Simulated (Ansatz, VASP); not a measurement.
**Two plane-wave programs on SrCl2**

File POSCAR:

```
SrCl2
1.0
    0.0000000000      3.4977180853      3.4977180853
    3.4977180853      0.0000000000      3.4977180853
    3.4977180853      3.4977180853      0.0000000000
Sr Cl
1 2
Direct
    0.0000000000      0.0000000000      0.0000000000
    0.2500000000      0.2500000000      0.2500000000
    0.7500000000      0.7500000000      0.7500000000
```

File INCAR.step1:

```
SYSTEM = SrCl2
PREC     = Accurate       ! precision mode
ENCUT    = 520            ! plane-wave cutoff, eV
ISMEAR   = 1              ! smearing method
SIGMA    = 0.05           ! smearing width, eV
LREAL    = .False.        ! projectors in reciprocal space
LASPH    = .True.         ! aspherical terms in the spheres
NELM     = 60             ! most SCF steps
NBANDS   = 19             ! bands
GGA      = PE             ! functional
ALGO     = Normal         ! electronic algorithm
EDIFF    = 1E-4           ! SCF threshold, eV
LWAVE    = .True.         ! write WAVECAR
LCHARG   = .False.        ! write CHGCAR
```

The input INCAR.step2:

```
SYSTEM = SrCl2
PREC     = Accurate       ! precision mode
ENCUT    = 520            ! plane-wave cutoff, eV
EDIFF    = 1E-7           ! SCF threshold, eV
ISMEAR   = 1              ! smearing method
SIGMA    = 0.05           ! smearing width, eV
LREAL    = .False.        ! projectors in reciprocal space
LASPH    = .True.         ! aspherical terms in the spheres
NELM     = 60             ! most SCF steps
ALGO     = Normal         ! electronic algorithm
ISIF     = 2              ! what is computed and relaxed
LWAVE    = .False.        ! write WAVECAR
LCHARG   = .False.        ! write CHGCAR
METAGGA  = R2SCAN         ! meta-GGA
LMIXTAU  = .True.       
NBANDS   = 19             ! bands
ISTART   = 1
```

The input KPOINTS:

```
Automatic mesh
0
Gamma
  4 4 4
  0 0 0
```

Input for Ansatz:

```yaml
crystal:
  lattice:
    - [0.0, 3.4977180853, 3.4977180853]
    - [3.4977180853, 0.0, 3.4977180853]
    - [3.4977180853, 3.4977180853, 0.0]
  atoms:
    - { symbol: Sr, position: [0.0, 0.0, 0.0] }
    - { symbol: Cl, position: [0.25, 0.25, 0.25] }
    - { symbol: Cl, position: [0.75, 0.75, 0.75] }
kpoints:
  mp_grid: { grid: [4, 4, 4] }
hamiltonian:
  xc: r2scan
scf:
  occupations: { method: cold, width: 0.05 }
  n_extra_bands: 4
output:
  forces: true
  stress: true
  eigenvalues: true
```

Alike in both runs: task single point; functional r2SCAN; k mesh 4 × 4 × 4; no spin polarisation.

|  | VASP | Ansatz |
| --- | --- | --- |
| version | VASP 6.6.1 | Ansatz 0.2.0 |
| potentials or method | VASP PAW PBE potentials, release 64 (Sr_sv, Cl) | plane waves |
| plane-wave cutoff (eV) | 520 | 500 |
| occupations | methfessel-paxton of order 1, width 0.05 eV | cold, width 0.05 eV |
| valence electrons in the cell | 24 | 24 |

|  | VASP | Ansatz | Ansatz less VASP |
| --- | --- | --- | --- |
| gap on the k mesh at the Fermi level (eV) | 5.94 | 5.94 | +0.001 |
| pressure (GPa) | 0.0 | 0.0 | -0.04 |

VASP's potentials were made for PBE, not for r2SCAN.
